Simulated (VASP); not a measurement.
Input of a VASP 6.6.1 run:

File INCAR:

```
PREC = Accurate ; ENCUT = 520
EDIFF = 1E-7 ; ISMEAR = 0
SIGMA = 0.05 ; LREAL = False
LASPH = True ; NELM = 60
ALGO = Normal ; ISIF = 2
LWAVE = False ; LCHARG = True
GGA = PS ; LELF = True
LVHAR = True ; NBANDS = 16
```

KPOINTS

```
Automatic mesh
0
Gamma
  9 9 6
```

POSCAR

```
AlN
1.0
    3.2663082976      0.0000000000      0.0000000000
   -1.6331541488      2.8287059623      0.0000000000
    0.0000000000      0.0000000000      4.2295426146
Al N
2 2
Direct
    0.3333333333      0.6666666667      0.7500000000
    0.6666666667      0.3333333333      0.2500000000
    0.3333333333      0.6666666667      0.2500000000
    0.6666666667      0.3333333333      0.7500000000
```

Potentials or basis: VASP PAW PBE potentials, release 64 (Al, N).

Run with:

```bash
$ cat potpaw_PBE.64/Al/POTCAR potpaw_PBE.64/N/POTCAR > POTCAR
$ mpirun -np 1 vasp_std > vasp.out
```

**Question.** Estimate the band gap on the k mesh.

**Answer.** 3.26 eV, direct.

**Question.** What does it give for the pressure?

**Answer.** 1.1 GPa.

Stress tensor (GPa, compression positive):
```
 3.30  0.00  0.00
 0.00  3.30  0.00
 0.00  0.00 -3.18
```

Caveat: the PAW data sets were made with another functional, which shifts forces and pressure a little.
